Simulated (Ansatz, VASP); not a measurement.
## One calculation of N, two programs

```
N
1.0
     9.00000    0.00000    0.00000
     0.00000    9.50000    0.00000
     0.00000    0.00000   10.00000
N
2
Direct
  0.50000 0.50000 0.44500
  0.50000 0.50000 0.55500
```

Alike in both runs: functional PBEsol; k mesh 1 × 1 × 1; occupations fermi-dirac, width 0.05 eV; no spin polarisation.

Ansatz relaxed the structure, and its values are those at the end. VASP's run is a single point on that final structure, the one shown.

|  | VASP | Ansatz |
| --- | --- | --- |
| version | VASP 6.6.1 | Ansatz 0.2.0 |
| potentials or method | VASP PAW PBE potentials, release 64 (N_h), cutoff 910 eV | plane waves, PAW |
| valence electrons in the cell | 10 | 10 |

|  | VASP | Ansatz | Ansatz less VASP |
| --- | --- | --- | --- |
| rms of the force components (eV/Å) | 0.114 | 0.005 | -0.1086 |

VASP's potentials were made for PBE, not for PBEsol. One of these differences is far larger than is usual between the two programs; its cause wasn't traced.

Noted on VASP's run: the cutoff is short for stress, so the pressure is rough.
